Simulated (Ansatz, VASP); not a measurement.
# SbP in VASP and in Ansatz

The input INCAR:

```
SYSTEM = SbP
PREC = Accurate
ENCUT = 520
EDIFF = 1E-8
ISMEAR = -1
SIGMA = 0.05
LREAL = .False.
LASPH = .True.
NELM = 100
ALGO = Normal
ISIF = 2
LWAVE = .False.
LCHARG = .False.
GGA = PE
LEFG = .True.
NBANDS = 12
```

The input KPOINTS:

```
regular mesh
0
Gamma
  11 11 11
  0 0 0
```

File POSCAR:

```
SbP
1.0
    0.0000000000      2.8548118040      2.8548118040
    2.8548118040      0.0000000000      2.8548118040
    2.8548118040      2.8548118040      0.0000000000
Sb P
1 1
Direct
    0.0000000000      0.0000000000      0.0000000000
    0.5000000000      0.5000000000      0.5000000000
```

Input for Ansatz:

```yaml
crystal:
  lattice:
    - [0.0, 2.854811804, 2.854811804]
    - [2.854811804, 0.0, 2.854811804]
    - [2.854811804, 2.854811804, 0.0]
  atoms:
    - { symbol: Sb, position: [0.0, 0.0, 0.0] }
    - { symbol: P, position: [0.5, 0.5, 0.5] }
kpoints:
  mp_grid: { grid: [11, 11, 11] }
scf:
  occupations: { method: fermi_dirac, width: 0.05 }
hamiltonian:
  xc: pbe
  pseudopotentials: { kind: paw }
output:
  forces: true
  stress: true
  eigenvalues: true
  efg: { contact_densities: true }
```

Change from the starting cell: volume scaled by 1.04, PAW files.

Alike in both runs: task electric field gradients; functional PBE; k mesh 11 × 11 × 11; occupations fermi-dirac, width 0.05 eV; no spin polarisation.

|  | VASP | Ansatz |
| --- | --- | --- |
| version | VASP 6.6.1 | Ansatz 0.2.0 |
| potentials or method | VASP PAW PBE potentials, release 64 (Sb, P) | PAW with Ansatz's default frozen-core files, scalar-relativistic |
| plane-wave cutoff (eV) | 520 | 420 |
| valence electrons in the cell | 10 | 20 |

```tsv
	VASP	Ansatz	Ansatz less VASP
pressure (GPa)	-2.9	-2.8	+0.12
```

VASP's potentials hold 10 valence electrons a cell and Ansatz's 20, so a difference there can come from the potentials and not from the codes.

Spin-orbit coupling is off throughout.
